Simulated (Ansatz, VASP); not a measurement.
## WS2: VASP beside Ansatz

Contents of INCAR:

```
SYSTEM = WS2
PREC = Accurate
ENCUT = 520
EDIFF = 1E-8
ISMEAR = -1
SIGMA = 0.05
LREAL = .False.
LASPH = .True.
NELM = 100
ALGO = Normal
ISIF = 2
LWAVE = .False.
LCHARG = .False.
GGA = PE
LEFG = .True.
NBANDS = 20
```

KPOINTS

```
regular mesh
0
Gamma
  10 10 3
  0 0 0
```

The input POSCAR:

```
WS2
1.0
    2.5917300000      0.0000000000      0.0000000000
    0.0000000000      2.5917300000      0.0000000000
    0.0000000000      0.0000000000      9.2341700000
W S
1 2
Direct
    0.5000000000      0.5000000000      0.5000000000
    0.5000000000      0.5000000000      0.7656600000
    0.5000000000      0.5000000000      0.2343400000
```

Contents of input.yaml:

```yaml
crystal:
  lattice:
    - [2.59173, 0.0, 0.0]
    - [0.0, 2.59173, 0.0]
    - [0.0, 0.0, 9.23417]
  atoms:
    - { symbol: W, position: [0.5, 0.5, 0.5] }
    - { symbol: S, position: [0.5, 0.5, 0.76566] }
    - { symbol: S, position: [0.5, 0.5, 0.23434] }
kpoints:
  mp_grid: { grid: [10, 10, 3] }
scf:
  occupations: { method: fermi_dirac, width: 0.05 }
hamiltonian:
  xc: pbe
  pseudopotentials: { kind: all_electron, datasets: crystal }
output:
  forces: true
  stress: true
  eigenvalues: true
  efg: {}
```

Alike in both runs: task electric field gradients; functional PBE; k mesh 10 × 10 × 3; occupations fermi-dirac, width 0.05 eV; no spin polarisation.

```csv
,VASP,Ansatz
version,VASP 6.6.1,Ansatz 0.2.0
potentials or method,"VASP PAW PBE potentials, release 64 (W_sv, S), cutoff 520 eV",all-electron PAW datasets made for the crystal
```

Ansatz gave:

- gap on the k mesh at the Fermi level (eV): none
- pressure (GPa): 0.7
- traceless stress, the component that is largest in VASP (GPa): -0.19
- rms of the force components (eV/Å): 0.021
- size of Vzz on the site where it differs most (V/Å²): 138.7

Task: Which values does VASP return?

Result: gap on the k mesh at the Fermi level (eV): none; pressure (GPa): 0.8; traceless stress, the component that is largest in VASP (GPa): -0.31; rms of the force components (eV/Å): 0.022; size of Vzz on the site where it differs most (V/Å²): 209.0.

Atom by atom the forces differ by 0.001 eV/Å (rms over components). A gap of «none» marks a metal or a gap that the smearing closes. Ansatz ran all-electron here, and VASP with PAW potentials.

Neither program's run includes spin-orbit coupling.
